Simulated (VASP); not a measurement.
Write the native input for VASP 6.6.1 that does the following.

```yaml
Task: electric field gradients
Functional: LDA
Potentials_or_basis: VASP PAW LDA potentials, release 64 (K_sv, Cl)
Cutoff: 520 eV
k_mesh: 7 × 7 × 7
Occupations: fermi-dirac, width 0.01 eV
Spin: no spin polarisation
Dipole_correction: no
Further_INCAR_settings: ALGO = Normal; EDIFF = 1e-08; NBANDS = 15
```

The structure of KCl lies in POSCAR:

```
KCl
1.0
    3.6340000000      0.0000000000      0.0000000000
    0.0000000000      3.6340000000      0.0000000000
    0.0000000000      0.0000000000      3.6340000000
K Cl
1 1
Direct
    0.0000000000      0.0000000000      0.0000000000
    0.5000000000      0.5000000000      0.5000000000
```

The input as run:

INCAR

```
SYSTEM = KCl
ALGO = Normal
EDIFF = 1E-8
ENCUT = 520
ISIF = 2
ISMEAR = -1
LASPH = .True.
LCHARG = .False.
LEFG = .True.
LREAL = .False.
LWAVE = .False.
NBANDS = 15
NELM = 100
PREC = Accurate
SIGMA = 0.01
```

KPOINTS

```
k-points
0
Gamma
  7 7 7
  0 0 0
```

Potentials or basis: VASP PAW LDA potentials, release 64 (K_sv, Cl).

The run is started by

```console
$ cat potpaw_LDA.64/K_sv/POTCAR potpaw_LDA.64/Cl/POTCAR > POTCAR
$ mpirun -np 1 vasp_std > vasp.out
```

It gave:

```yaml
Pressure: 0.2 GPa
Band_gap_on_the_k_mesh: 5.17 eV, indirect (least direct gap 5.38 eV)
```

Caveat: without QUAD_EFG the Cq values of the log hold for a quadrupole moment of 1 mb, not for the nuclei.

Wall time 25 s on 1 thread of Intel Xeon 6975P-C, on a shared host, peak memory 0.14 GiB.
